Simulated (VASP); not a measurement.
# SiC (Cm) in VASP: further runs

Runs on SiC. Level: LDA. Tasks: single point.

All numbers are computed with VASP 6.6.1; they aren't measurements. Logs are shortened: lines on timing, memory, paths and dates and some standing lists are left out, and cuts for length are marked.

## (1) The cell of the first run

The structure is monoclinic, space group Cm (No. 8). Conventional cell: a = 5.325 Å, b = 3.075 Å, c = 3.075 Å, α = 90.00°, β = 125.26°, γ = 90.00°. Si (site symmetry m) has 3 C at 1.50 to 1.95 Å within 2.0 Å. Within 2.0 Å of C (site symmetry m) lie 3 Si at 1.50 to 1.95 Å.

## (2) Single point, LDA

File INCAR:

```
SYSTEM = SiC
ALGO     = Normal         ! electronic algorithm
EDIFF    = 1E-6           ! SCF threshold, eV
ENCUT    = 520            ! plane-wave cutoff, eV
ISIF     = 2              ! what is computed and relaxed
ISMEAR   = 0              ! smearing method
LASPH    = .True.         ! aspherical terms in the spheres
LCHARG   = .False.        ! write CHGCAR
LREAL    = .False.        ! projectors in reciprocal space
LWAVE    = .False.        ! write WAVECAR
NBANDS   = 11             ! bands
NELM     = 100            ! most SCF steps
PREC     = Accurate       ! precision mode
SIGMA    = 0.05           ! smearing width, eV
```

File KPOINTS:

```
k-points
0
Gamma
  12 12 12
  0 0 0
```

File POSCAR:

```
SiC
1.0
    0.0000000000      2.1740000000      2.1740000000
    2.1740000000      0.0000000000      2.1740000000
    2.1740000000      2.1740000000      0.0000000000
Si C
1 1
Direct
    0.1626280546      0.0000000000      0.0000000000
    0.7500000000      0.7500000000      0.7500000000
```

Potentials or basis: VASP PAW LDA potentials, release 64 (Si, C).

Launch:

```sh
cat potpaw_LDA.64/Si/POTCAR potpaw_LDA.64/C/POTCAR > POTCAR
mpirun -np 1 vasp_std > vasp.out
```

OUTCAR:

```text
SYSTEM = SiC
   EDIFF = 1E-6
   ENCUT = 520
   ISIF = 2
   ISMEAR = 0
   LASPH = .True.
   LREAL = .False.
   NELM = 100
   PREC = Accurate

 ion  position               nearest neighbor table
   1  0.163  0.000  0.000-   2 1.50   2 1.95   2 1.95   2 2.31
   2  0.750  0.750  0.750-   1 1.50   1 1.95   1 1.95   1 2.31

  LATTYP: Found a face centered cubic cell.
 ALAT       =     4.3480000000

  Lattice vectors:

 A1 = (   0.0000000000,   2.1740000000,   2.1740000000)
 A2 = (   2.1740000000,   0.0000000000,   2.1740000000)
 A3 = (   2.1740000000,   2.1740000000,   0.0000000000)

Analysis of symmetry for initial positions (statically):
=====================================================================
 Subroutine PRICEL returns:
 Original cell was already a primitive cell.

 Routine SETGRP: Setting up the symmetry group for a
 face centered cubic supercell.

 Subroutine GETGRP returns: Found  2 space group operations
 (whereof  2 operations were pure point group operations)
 out of a pool of 48 trial point group operations.

The static configuration has the point symmetry C_1h.

Analysis of symmetry for dynamics (positions and initial velocities):
=====================================================================
 Subroutine PRICEL returns:
 Original cell was already a primitive cell.

 Routine SETGRP: Setting up the symmetry group for a
 face centered cubic supercell.

 Subroutine GETGRP returns: Found  2 space group operations
 (whereof  2 operations were pure point group operations)
 out of a pool of 48 trial point group operations.

The dynamic configuration has the point symmetry C_1h.

 Subroutine INISYM returns: Found  2 space group operations
 (whereof  2 operations are pure point group operations),
 and found     1 'primitive' translations

----------------------------------------------------------------------------------------

                                     Primitive cell

  volume of cell :      20.5498

  direct lattice vectors                    reciprocal lattice vectors
     0.000000000  2.174000000  2.174000000    -0.229990800  0.229990800  0.229990800
     2.174000000  0.000000000  2.174000000     0.229990800 -0.229990800  0.229990800
     2.174000000  2.174000000  0.000000000     0.229990800  0.229990800 -0.229990800

  length of vectors
     3.074500285  3.074500285  3.074500285     0.398355752  0.398355752  0.398355752

  position of ions in fractional coordinates (direct lattice)
     0.162628055  0.000000000  0.000000000
[... 86 lines left out ...]
   POTIM  = 0.5000    time-step for ionic-motion
   TEBEG  =    0.0;   TEEND  =   0.0 temperature during run
   PSTRESS=    0.0 pullay stress
   NELECT =       8.0000    total number of electrons
   NUPDOWN=      -1.0000    fix difference up-down
   EMIN   =  10.00;   EMAX   =-10.00  energy-range for DOS
   EFERMI =   0.00;   METHOD = LEGACY
   ISMEAR =     0;   SIGMA  =   0.05  broadening in eV -4-tet -1-fermi 0-gaus
   EFERMI_NEDOS =   21; number of points for ismear=-14 and -15
   IALGO  =     38    algorithm
   IMIX   =      4    mixing-type and parameters
     AMIX     =   0.40;   BMIX     =  1.00
     AMIX_MAG =   1.60;   BMIX_MAG =  1.00
  volume/ion in A,a.u.               =      10.27        69.34
  Fermi-wavevector in a.u.,A,eV,Ry     =   1.195369  2.258920 19.441458  1.428907
  Thomas-Fermi vector in A             =   2.331336
   LORBIT       =      0    0 simple, 1 ext, 2 COOP (PROOUT), +10 PAW based schemes
   GGA     = CA    functional components
   LHFCALC =     F    Hartree Fock is set to
   AEXX    =    0.0000 exact exchange contribution
   IVDW    =     0    specifies the selected vdW correction
   LEPSILON=     F    determine dielectric tensor
   LRPA    =     F    only Hartree local field effects (RPA)
 non-spin polarized calculation
 Gauss-broadening in eV      SIGMA  =   0.05
  energy-cutoff  :      520.00
  volume of cell :       20.55
 maximum number of plane-waves:       568
   NGX = 11   NGY = 11   NGZ = 11

 number of electron       8.0000001 magnetization

 Free energy of the ion-electron system (eV)
  ---------------------------------------------------
  ext. energy  EPLUGINS =         0.00000000
  ---------------------------------------------------
  free energy    TOTEN  =       -14.03024519 eV

  energy without entropy =      -14.03008335  energy(sigma->0) =      -14.03016427

 E-fermi :   9.1683     XC(G=0): -11.5691

 val. band max:        9.1547099243   @ k =   0.0833   0.0000   0.0000
 cond. band min:       9.1850377181   @ k =   0.0000   0.0833   0.0000
 fundamental gap:      0.0303277938
 Fermi energy:         9.1683242302

 k-point     1 :       0.0000    0.0000    0.0000
  band No.  band energies     occupation
      1      -7.3463      2.00000
      2       5.8854      2.00000
      3       8.1189      2.00000
      4       9.2836      0.00111
      5      13.5229      0.00000
      6      14.8856      0.00000
      7      15.9688      0.00000
      8      16.8152      0.00000
      9      21.8821      0.00000
     10      22.2744      0.00000
     11      22.6166      0.00000
[... 309 lines left out ...]
 k-point    24 :       0.0833    0.0000    0.1667
  band No.  band energies     occupation
      1      -6.8610      2.00000
      2       5.2888      2.00000
      3       6.8698      2.00000
      4       8.5121      2.00000
      5      13.5370      0.00000
      6      14.6410      0.00000
      7      16.2127      0.00000
      8      17.9571      0.00000
      9      20.2091      0.00000
     10      22.5906      0.00000
     11      23.9139      0.00000

 [... further k-points ...]

------------------------ aborting loop because EDIFF is reached ----------------------------------------

  FORCE on cell =-STRESS in cart. coord.  units (eV):
  Direction    XX          YY          ZZ          XY          YZ          ZX
  --------------------------------------------------------------------------------------
  -------------------------------------------------------------------------------------
  Total        7.5475670      2.3367262      2.3367262     -4.7567721      4.1637781     -4.7567722
  in kB      588.4491581    182.1838158    182.1838158   -370.8636846    324.6306688   -370.8636933
  external PRESSURE =     317.6055966 kB  Pullay stress =       0.0000000 kB

 VOLUME and BASIS-vectors are now :
 -----------------------------------------------------------------------------
  energy-cutoff  :      520.00
  volume of cell :       20.55
      direct lattice vectors                 reciprocal lattice vectors
     0.000000000  2.174000000  2.174000000    -0.229990800  0.229990800  0.229990800
     2.174000000  0.000000000  2.174000000     0.229990800 -0.229990800  0.229990800
     2.174000000  2.174000000  0.000000000     0.229990800  0.229990800 -0.229990800

 POSITION                                       TOTAL-FORCE (eV/Angst)
 -----------------------------------------------------------------------------------
      0.00000      0.35355      0.35355         9.625447     -7.966843     -7.966843
      3.26100      3.26100      3.26100        -9.625447      7.966843      7.966843
 -----------------------------------------------------------------------------------
    total drift:                                0.000133     -0.000089     -0.000089

  FREE ENERGIE OF THE ION-ELECTRON SYSTEM (eV)
  ---------------------------------------------------
  free  energy   TOTEN  =       -14.0302451903 eV

  energy  without entropy=      -14.0300833472  energy(sigma->0) =      -14.03016427
```

Wall time 63 s (1 thread of Intel Xeon 8259CL, shared host); peak memory 0.21 GiB.

Results:

| Item | Value |
| --- | --- |
| Free energy | -14.0302 eV |
| Pressure | 31.8 GPa |
| Largest force | 14.819 eV/Å |
| Band gap on the k mesh | zero (bands 4 and 5 overlap by 0.61 eV) |

Forces on the atoms (eV/Å):
```
Si   9.625 -7.967 -7.967
C   -9.625  7.967  7.967
```

Levels at points of the mesh, in eV from the Fermi level:
```
           k point  band 1  band 2  band 3  band 4  band 5  band 6  band 7  band 8  band 9
(0.00, 0.00, 0.00)  -16.51   -3.28   -1.05    0.12    4.35    5.72    6.80    7.65   12.71
(0.50, 0.00, 0.00)  -12.56  -10.67   -2.40   -1.07    3.75    5.81    7.78    8.02   13.06
(0.00, 0.50, 0.00)  -13.05   -9.61   -3.45   -0.66    3.12    4.70    7.33    9.27   13.11
(0.50, 0.50, 0.50)  -13.38   -8.68   -3.76   -1.71    4.15    4.35    6.72    8.62   13.24
(0.50, 0.50, 0.00)  -11.76   -8.76   -4.79   -3.61   -0.23    2.69   11.50   13.24   13.52
(0.00, 0.50, 0.50)  -11.68   -9.11   -4.25   -3.33   -0.49    2.39   10.97   13.49   14.71
```

Caveat: the cell differs from its parent crystal (all Si atoms moved -0.500 Å, as atom 1 towards its neighbour atom 1 (Si) at 3.075 Å); the cell stands under pressure; semilocal functionals underestimate gaps, so a narrow gap can read as zero; forces of over 1 eV/Å act on the atoms, so gaps and moduli don't describe the material at rest.

(Continued in part 2 of 2.)
